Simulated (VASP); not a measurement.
# Ta3Cu (I4/mmm) in VASP: settings compared

Aim: see how the results for Ta3Cu move with the level of theory and the settings. Levels: LDA, revPBE, BLYP. Tasks: single point, relaxation of cell and atoms.

Everything below comes from runs of VASP 6.6.1. Logs are shortened: lines on timing, memory, paths and dates and some standing lists are left out, and cuts for length are marked.

## 1. The cell of the first run

The structure is tetragonal, space group I4/mmm (No. 139). The conventional cell has a = 3.931 Å, b = 3.931 Å, c = 8.245 Å, α = 90.00°, β = 90.00°, γ = 90.00°. Ta (site symmetry 4/mmm) has 4 Cu at 2.78 Å and 8 Ta at 2.85 Å within 3.7 Å. Ta (site symmetry -4m2) has 8 Ta at 2.78 to 2.85 Å and 4 Cu at 2.85 Å within 3.7 Å. Within 3.7 Å of Cu (site symmetry 4/mmm) lie 12 Ta at 2.78 to 2.85 Å.

## 2. Single point, LDA

File INCAR:

```
SYSTEM = Ta3Cu
PREC = Accurate
ENCUT = 820
EDIFF = 1E-6
ISMEAR = -1
SIGMA = 0.05
LREAL = .False.
LASPH = .True.
NELM = 120
ALGO = Normal
ISIF = 2
LWAVE = .False.
LCHARG = .False.
GGA = CA
NBANDS = 37
GGA_COMPAT = .False.
```

File KPOINTS:

```
regular mesh
0
Gamma
  9 9 9
  0 0 0
```

File POSCAR:

```
Ta3Cu
1.0
   -1.9655463842      1.9655463842      4.1222648751
    1.9655463842     -1.9655463842      4.1222648751
    1.9655463842      1.9655463842     -4.1222648751
Ta Cu
3 1
Direct
    0.5000000000      0.5000000000      0.0000000000
    0.2500000000      0.7500000000      0.5000000000
    0.7500000000      0.2500000000      0.5000000000
    0.0000000000      0.0000000000      0.0000000000
```

Potentials or basis: VASP PAW LDA potentials, release 64 (Ta_sv_GW, Cu_sv_GW).

Launch:

```sh
> cat potpaw_LDA.64/Ta_sv_GW/POTCAR potpaw_LDA.64/Cu_sv_GW/POTCAR > POTCAR
> mpirun -np 1 vasp_std > vasp.out
```

OUTCAR:

```text
SYSTEM = Ta3Cu
   PREC = Accurate
   ENCUT = 820
   EDIFF = 1E-6
   ISMEAR = -1
   LREAL = .False.
   LASPH = .True.
   NELM = 120
   ISIF = 2
   GGA = CA

 ion  position               nearest neighbor table
   1  0.500  0.500  0.000-   4 2.78   4 2.78   4 2.78   4 2.78   3 2.85   2 2.85   3 2.85   3 2.85
                             2 2.85   2 2.85   3 2.85   2 2.85
   2  0.250  0.750  0.500-   3 2.78   3 2.78   3 2.78   3 2.78   4 2.85   1 2.85   4 2.85   1 2.85
                             4 2.85   4 2.85   1 2.85   1 2.85
   3  0.750  0.250  0.500-   2 2.78   2 2.78   2 2.78   2 2.78   4 2.85   1 2.85   4 2.85   4 2.85
                             1 2.85   1 2.85   4 2.85   1 2.85
   4  0.000  0.000  0.000-   1 2.78   1 2.78   1 2.78   1 2.78   3 2.85   2 2.85   3 2.85   2 2.85
                             3 2.85   3 2.85   2 2.85   2 2.85

  LATTYP: Found a body centered tetragonal cell.
 ALAT       =     3.9310927684
 C/A-ratio  =     2.0972615596

  Lattice vectors:

 A1 = (  -1.9655463842,   1.9655463842,   4.1222648751)
 A2 = (   1.9655463842,  -1.9655463842,   4.1222648751)
 A3 = (   1.9655463842,   1.9655463842,  -4.1222648751)

Analysis of symmetry for initial positions (statically):
=====================================================================
 Subroutine PRICEL returns:
 Original cell was already a primitive cell.

 Routine SETGRP: Setting up the symmetry group for a
 body centered tetragonal supercell.

 Subroutine GETGRP returns: Found 16 space group operations
 (whereof 16 operations were pure point group operations)
 out of a pool of 16 trial point group operations.

The static configuration has the point symmetry D_4h.

Analysis of symmetry for dynamics (positions and initial velocities):
=====================================================================
 Subroutine PRICEL returns:
 Original cell was already a primitive cell.

 Routine SETGRP: Setting up the symmetry group for a
 body centered tetragonal supercell.

 Subroutine GETGRP returns: Found 16 space group operations
 (whereof 16 operations were pure point group operations)
 out of a pool of 16 trial point group operations.

The dynamic configuration has the point symmetry D_4h.

 Subroutine INISYM returns: Found 16 space group operations
 (whereof 16 operations are pure point group operations),
 and found     1 'primitive' translations

----------------------------------------------------------------------------------------

                                     Primitive cell

  volume of cell :      63.7034

  direct lattice vectors                    reciprocal lattice vectors
    -1.965546384  1.965546384  4.122264875     0.000000000  0.254382193  0.121292546
     1.965546384 -1.965546384  4.122264875     0.254382193  0.000000000  0.121292546
     1.965546384  1.965546384 -4.122264875     0.254382193  0.254382193  0.000000000

  length of vectors
     4.971902340  4.971902340  4.971902340     0.281819413  0.281819413  0.359750748

  position of ions in fractional coordinates (direct lattice)
     0.500000000  0.500000000  0.000000000
     0.250000000  0.750000000  0.500000000
     0.750000000  0.250000000  0.500000000
     0.000000000  0.000000000  0.000000000

  ion indices of the primitive-cell ions
   primitive index   ion index
                 1           1
                 2           2
                 3           3
                 4           4

----------------------------------------------------------------------------------------

 KPOINTS: regular mesh

Automatic generation of k-mesh.
 Grid dimensions read from file:
 generate k-points for:    9    9    9

 Generating k-lattice:

  Cartesian coordinates                     Fractional coordinates (reciprocal lattice)
     0.000000000  0.028264688  0.013476950     0.111111111  0.000000000  0.000000000
     0.028264688  0.000000000  0.013476950     0.000000000  0.111111111  0.000000000
     0.028264688  0.028264688  0.000000000     0.000000000  0.000000000  0.111111111

  Length of vectors
     0.031313268  0.031313268  0.039972305

  Shift w.r.t. Gamma in fractional coordinates (k-lattice)
     0.000000000  0.000000000  0.000000000

 Subroutine IBZKPT returns following result:
 ===========================================

 Found     75 irreducible k-points:

 Following reciprocal coordinates:
            Coordinates               Weight
  0.000000  0.000000  0.000000      1.000000
  0.111111  0.000000  0.000000      8.000000
  0.222222  0.000000 -0.000000      8.000000
  0.333333  0.000000  0.000000      8.000000
  0.444444  0.000000 -0.000000      8.000000
  0.111111  0.111111  0.000000      8.000000
[... 16 lines left out ...]
 -0.333333  0.333333  0.000000      4.000000
  0.444444  0.444444 -0.000000      8.000000
 [... further k-points ...]
   k-points           NKPTS =     75   k-points in BZ     NKDIM =     75   number of bands    NBANDS=     37
   number of dos      NEDOS =    301   number of ions     NIONS =      4
   total plane-waves  NPLWV = 110592
   dimension x,y,z NGX =    48 NGY =   48 NGZ =   48
   dimension x,y,z NGXF=    96 NGYF=   96 NGZF=   96
   ions per type =               3   1
   NGX,Y,Z   is equivalent  to a cutoff of  16.05, 16.05, 16.05 a.u.
   NGXF,Y,Z  is equivalent  to a cutoff of  32.10, 32.10, 32.10 a.u.
 SYSTEM =  Ta3Cu
   PREC   = accura    normal or accurate (medium, high low for compatibility)
   ISTART =      0    job   : 0-new  1-cont  2-samecut
   ICHARG =      2    charge: 1-file 2-atom 10-const
   ISPIN  =      1    spin polarized calculation?
   LNONCOLLINEAR =      F non collinear calculations
   LSORBIT =      F    spin-orbit coupling
   LASPH  =      T    aspherical Exc in radial PAW
   ENCUT  =  820.0 eV  60.27 Ry    7.76 a.u.  11.61 11.61 11.61*2*pi/ulx,y,z
   NELM   =    120;   NELMIN=  2; NELMDL= -5     # of ELM steps
   EDIFF  = 0.1E-05   stopping-criterion for ELM
   LREAL  =      F    real-space projection
   EDIFFG = 0.1E-04   stopping-criterion for IOM
   NSW    =      0    number of steps for IOM
   IBRION =     -1    ionic relax: 0-MD 1-quasi-New 2-CG
   NFREE  =      0    steps in history (QN), initial steepest desc. (CG)
   ISIF   =      2    stress and relaxation
   ISYM   =      2    0-nonsym 1-usesym 2-fastsym
   POTIM  = 0.5000    time-step for ionic-motion
   TEBEG  =    0.0;   TEEND  =   0.0 temperature during run
   PSTRESS=    0.0 pullay stress
   NELECT =      58.0000    total number of electrons
   NUPDOWN=      -1.0000    fix difference up-down
   EMIN   =  10.00;   EMAX   =-10.00  energy-range for DOS
   EFERMI =   0.00;   METHOD = LEGACY
   ISMEAR =    -1;   SIGMA  =   0.05  broadening in eV -4-tet -1-fermi 0-gaus
   EFERMI_NEDOS =   21; number of points for ismear=-14 and -15
   IALGO  =     38    algorithm
   IMIX   =      4    mixing-type and parameters
     AMIX     =   0.40;   BMIX     =  1.00
     AMIX_MAG =   1.60;   BMIX_MAG =  1.00
  volume/ion in A,a.u.               =      15.93       107.47
  Fermi-wavevector in a.u.,A,eV,Ry     =   1.586707  2.998441 34.254549  2.517638
  Thomas-Fermi vector in A             =   2.685977
   LORBIT       =      0    0 simple, 1 ext, 2 COOP (PROOUT), +10 PAW based schemes
   GGA     = CA    functional components
   LHFCALC =     F    Hartree Fock is set to
   AEXX    =    0.0000 exact exchange contribution
   IVDW    =     0    specifies the selected vdW correction
   LEPSILON=     F    determine dielectric tensor
   LRPA    =     F    only Hartree local field effects (RPA)
 non-spin polarized calculation
  energy-cutoff  :      820.00
  volume of cell :       63.70
 maximum number of plane-waves:      3443
   NGX = 23   NGY = 23   NGZ = 23

 number of electron      57.9999997 magnetization

 Free energy of the ion-electron system (eV)
  ---------------------------------------------------
  ext. energy  EPLUGINS =         0.00000000
  ---------------------------------------------------
  free energy    TOTEN  =       -50.13651984 eV

  energy without entropy =      -50.10167336  energy(sigma->0) =      -50.11909660

 E-fermi :  10.5143     XC(G=0): -13.5500

 val. band max:       10.5080462694   @ k =  -0.2222   0.4444   0.2222
 cond. band min:      10.5270158918   @ k =   0.2222   0.1111   0.1111
 fundamental gap:      0.0189696225
 Fermi energy:        10.5143422976

 k-point     1 :       0.0000    0.0000    0.0000
  band No.  band energies     occupation
      1    -101.5979      2.00000
      2     -59.5537      2.00000
      3     -59.5537      2.00000
      4     -59.5109      2.00000
      5     -56.7233      2.00000
      6     -56.5581      2.00000
[... 29 lines left out ...]
     36      15.1111      0.00000
     37      16.2219      0.00000

 k-point     2 :       0.1111    0.0000    0.0000
  band No.  band energies     occupation
      1    -101.5978      2.00000
      2     -59.5536      2.00000
      3     -59.5536      2.00000
      4     -59.5107      2.00000
      5     -56.7170      2.00000
      6     -56.5599      2.00000
[... 29 lines left out ...]
     36      15.5355      0.00000
     37      15.8570      0.00000

 k-point     3 :       0.2222    0.0000   -0.0000
  band No.  band energies     occupation
      1    -101.5977      2.00000
      2     -59.5537      2.00000
      3     -59.5536      2.00000
      4     -59.5106      2.00000
      5     -56.6993      2.00000
      6     -56.5648      2.00000
[... 29 lines left out ...]
     36      14.9463      0.00000
     37      15.9245      0.00000

 k-point     4 :       0.3333    0.0000    0.0000
  band No.  band energies     occupation
      1    -101.5978      2.00000
      2     -59.5540      2.00000
      3     -59.5536      2.00000
      4     -59.5106      2.00000
      5     -56.6738      2.00000
      6     -56.5740      2.00000
[... 29 lines left out ...]
     36      14.0310      0.00000
     37      15.9422      0.00000
[... 683 lines left out ...]
      1    -101.5977      2.00000
      2     -59.5539      2.00000
      3     -59.5537      2.00000
      4     -59.5106      2.00000
      5     -56.6330      2.00000
      6     -56.5876      2.00000
[... 29 lines left out ...]
     36      14.4892      0.00000
     37      15.1753      0.00000

 k-point    23 :      -0.3333    0.3333    0.0000
  band No.  band energies     occupation
      1    -101.5978      2.00000
      2     -59.5539      2.00000
      3     -59.5538      2.00000
      4     -59.5106      2.00000
      5     -56.6515      2.00000
      6     -56.5755      2.00000
[... 29 lines left out ...]
     36      14.2080      0.00000
     37      15.9262      0.00000

 k-point    24 :       0.4444    0.4444   -0.0000
  band No.  band energies     occupation
      1    -101.5978      2.00000
      2     -59.5539      2.00000
      3     -59.5538      2.00000
      4     -59.5106      2.00000
      5     -56.6128      2.00000
      6     -56.5956      2.00000
[... 29 lines left out ...]
     36      14.7089      0.00000
     37      14.8406      0.00000

 [... further k-points ...]

------------------------ aborting loop because EDIFF is reached ----------------------------------------

  FORCE on cell =-STRESS in cart. coord.  units (eV):
  Direction    XX          YY          ZZ          XY          YZ          ZX
  --------------------------------------------------------------------------------------
  -------------------------------------------------------------------------------------
  Total        0.3081797      0.3081797     -0.1612847      0.0000000      0.0000000      0.0000000
  in kB        7.7508995      7.7508995     -4.0564058      0.0000000      0.0000000      0.0000000
  external PRESSURE =       3.8151310 kB  Pullay stress =       0.0000000 kB

 VOLUME and BASIS-vectors are now :
 -----------------------------------------------------------------------------
  energy-cutoff  :      820.00
  volume of cell :       63.70
      direct lattice vectors                 reciprocal lattice vectors
    -1.965546384  1.965546384  4.122264875     0.000000000  0.254382193  0.121292546
     1.965546384 -1.965546384  4.122264875     0.254382193  0.000000000  0.121292546
     1.965546384  1.965546384 -4.122264875     0.254382193  0.254382193  0.000000000

 POSITION                                       TOTAL-FORCE (eV/Angst)
 -----------------------------------------------------------------------------------
      0.00000      0.00000      4.12226        -0.000000     -0.000000     -0.000000
      1.96555     -0.00000      2.06113         0.000000      0.000000      0.000000
     -0.00000      1.96555      2.06113         0.000000     -0.000000      0.000000
      0.00000      0.00000      0.00000        -0.000000     -0.000000     -0.000000
 -----------------------------------------------------------------------------------
    total drift:                                0.000000     -0.000000      0.000000

  FREE ENERGIE OF THE ION-ELECTRON SYSTEM (eV)
  ---------------------------------------------------
  free  energy   TOTEN  =       -50.1365198420 eV

  energy  without entropy=      -50.1016733563  energy(sigma->0) =      -50.11909660
```

Run time: 13 min. Hardware: 1 thread of Intel Xeon Platinum 8488C (Sapphire Rapids), shared host; peak memory 0.53 GiB.

What came out:

| Quantity | Value |
| --- | --- |
| Free energy | -50.1365 eV |
| Pressure | 0.4 GPa |
| Band gap on the k mesh | zero (bands 29 and 30 overlap by 1.50 eV) |

Stress tensor (GPa, compression positive):
```
 0.78  0.00  0.00
 0.00  0.78  0.00
 0.00  0.00 -0.41
```

Caveat: spin-orbit coupling is left out, which moves the levels of the heavy elements.

## 3. Relaxation of cell and atoms, revPBE

This run uses another cell than the first one, of 16.94 Å³/atom.

File INCAR:

```
ALGO = Fast
EDIFF = 1E-6
EDIFFG = -0.01
ENCUT = 600
GGA = RE
IBRION = 2
ISIF = 3
ISMEAR = -1
LASPH = True
LCHARG = False
LREAL = False
LWAVE = False
NELM = 80
NSW = 60
PREC = Accurate
SIGMA = 0.05
```

File KPOINTS:

```
k-points
0
Gamma
  9 9 9
```

File POSCAR:

```
Ta3Cu
1.0
   -2.0065070000      2.0065070000      4.2081700000
    2.0065070000     -2.0065070000      4.2081700000
    2.0065070000      2.0065070000     -4.2081700000
Ta Cu
3 1
Direct
    0.5000000000      0.5000000000      0.0000000000
    0.2500000000      0.7500000000      0.5000000000
    0.7500000000      0.2500000000      0.5000000000
    0.0000000000      0.0000000000      0.0000000000
```

Potentials or basis: VASP PAW PBE potentials, release 64 (Ta_pv, Cu).

Launch:

```sh
> cat potpaw_PBE.64/Ta_pv/POTCAR potpaw_PBE.64/Cu/POTCAR > POTCAR
> mpirun -np 1 vasp_std > vasp.out
```

It took 55 min on 1 thread of Intel Xeon 8259CL, shared host; peak memory 0.38 GiB.

It converged, with:

```
Free energy                           : -36.9573 eV
Relaxed volume                        : 17.25 Å³/atom
Relaxed cell                          : a = 5.102 Å, b = 5.102 Å, c = 5.102 Å, α = 133.35°, β = 133.35°, γ = 68.11°
Space group after relaxing (to 0.1 Å) : I4/mmm (No. 139)
Energy gained by relaxing             : 3.2 meV/atom
Ionic steps                           : 6
Pressure after relaxing               : 0.0 GPa
Band gap on the k mesh                : zero (bands 22 and 23 overlap by 1.30 eV)
```

Stress tensor (GPa, compression positive):
```
 0.08  0.00  0.00
 0.00  0.08  0.00
 0.00  0.00 -0.06
```

Step by step:
| step | energy change (eV) | largest force (eV/Å) | pressure (GPa) | volume (Å³) |
| --- | --- | --- | --- | --- |
| 1 | 0.0000 | 0.0000 | 3.27 | 67.77 |
| 2 | 0.0237 | 0.0000 | -5.22 | 71.21 |
| 3 | -0.0127 | 0.0000 | -0.18 | 69.03 |
| 4 | -0.0127 | 0.0000 | 0.13 | 68.97 |
| 5 | -0.0127 | 0.0000 | -0.06 | 69.00 |
| 6 | -0.0128 | 0.0000 | 0.03 | 68.99 |

Final structure:
```
Ta Cu
1.0
    -2.02010    2.02010    4.22678
     2.02010   -2.02010    4.22678
     2.02010    2.02010   -4.22678
Ta Cu
3 1
Direct
  0.50000 0.50000 0.00000
  0.25000 0.75000 0.50000
  0.75000 0.25000 0.50000
  0.00000 0.00000 0.00000
```

Levels at points of the mesh, in eV from the Fermi level:
| k point | band 19 | band 20 | band 21 | band 22 | band 23 | band 24 | band 25 | band 26 |
| --- | --- | --- | --- | --- | --- | --- | --- | --- |
| (0.00, 0.00, 0.00) | -1.60 | -1.60 | -0.18 | -0.18 | 0.06 | 1.95 | 2.23 | 2.46 |

Caveat: the PAW data sets were made with another functional, which shifts forces and pressure a little; spin-orbit coupling is left out, which moves the levels of the heavy elements.

## 4. Relaxation of cell and atoms, BLYP

This run uses another cell than the first one, of 16.94 Å³/atom.

Changes to INCAR since step 3:

```diff
@@ -1 +1,5 @@
+AGGAC = 1.0
+AGGAX = 1.0
+ALDAC = 0.0
+ALDAX = 1.0
 ALGO = Fast
@@ -4,3 +8,3 @@
 ENCUT = 600
-GGA = RE
+GGA = B5
 IBRION = 2
```

KPOINTS is that of step 3.

POSCAR is that of step 3.

Launch:

```sh
> cat potpaw_PBE.64/Ta_pv/POTCAR potpaw_PBE.64/Cu/POTCAR > POTCAR
> mpirun -np 1 vasp_std > vasp.out
```

Run time: 69 min. Hardware: 1 thread of Intel Xeon 8259CL, shared host; peak memory 0.38 GiB.

The run converged. Its results:

| Property | Result |
| --- | --- |
| Free energy | -33.2955 eV |
| Relaxed volume | 17.68 Å³/atom |
| Relaxed cell | a = 5.132 Å, b = 5.132 Å, c = 5.132 Å, α = 133.12°, β = 133.12°, γ = 68.46° |
| Space group after relaxing (to 0.1 Å) | I4/mmm (No. 139) |
| Energy gained by relaxing | 17.5 meV/atom |
| Ionic steps | 7 |
| Pressure after relaxing | 0.0 GPa |
| Band gap on the k mesh | zero (bands 22 and 23 overlap by 1.27 eV) |

Step by step:
```
step  energy change (eV)  largest force (eV/Å)  pressure (GPa)  volume (Å³)
   1              0.0000                0.0000            7.73        67.77
   2              0.1149                0.0000          -10.61        76.10
   3             -0.0695                0.0000           -0.41        70.85
   4             -0.0696                0.0000            0.13        70.69
   5             -0.0696                0.0000           -0.03        70.75
   6             -0.0699                0.0000           -0.06        70.74
   7             -0.0701                0.0000           -0.02        70.73
```

Final structure:
```
Ta Cu
1.0
    -2.04140    2.04140    4.24304
     2.04140   -2.04140    4.24304
     2.04140    2.04140   -4.24304
Ta Cu
3 1
Direct
  0.50000 0.50000 0.00000
  0.25000 0.75000 0.50000
  0.75000 0.25000 0.50000
  0.00000 0.00000 0.00000
```

Levels at points of the mesh, in eV from the Fermi level:
| k point | band 20 | band 21 | band 22 | band 23 | band 24 | band 25 |
| --- | --- | --- | --- | --- | --- | --- |
| (0.00, 0.00, 0.00) | -1.54 | -0.23 | -0.23 | 0.05 | 2.12 | 2.15 |

Caveat: the PAW data sets were made with another functional, which shifts forces and pressure a little; spin-orbit coupling is left out, which moves the levels of the heavy elements.

## 5. Summary

| task | level | potentials or basis | cell | cutoff (eV) | gap on the mesh (eV) | pressure (GPa) | relaxed volume (Å³/atom) |
| --- | --- | --- | --- | --- | --- | --- | --- |
| single point | LDA | VASP PAW LDA potentials, release 64 (Ta_sv_GW, Cu_sv_GW) | a = 4.972 Å, angles 133.4, 133.4, 68.0°, 4 atoms | 820 | none | 0.4 | - |
| relaxation of cell and atoms | revPBE | VASP PAW PBE potentials, release 64 (Ta_pv, Cu) | relaxed from a = 5.076 Å, angles 133.4, 133.4, 68.0°, 4 atoms | 600 | none | 0.0 | 17.25 |
| relaxation of cell and atoms | BLYP | VASP PAW PBE potentials, release 64 (Ta_pv, Cu) | relaxed from a = 5.076 Å, angles 133.4, 133.4, 68.0°, 4 atoms | 600 | none | 0.0 | 17.68 |

Alike in all rows: no spin polarisation; k mesh 9 × 9 × 9; smearing fermi-dirac 0.05 eV.

Caveats: spin-orbit coupling is left out, which moves the levels of the heavy elements; the PAW data sets were made with another functional, which shifts forces and pressure a little (at least some runs).

Absolute energies hang on the potentials; compare differences alone.
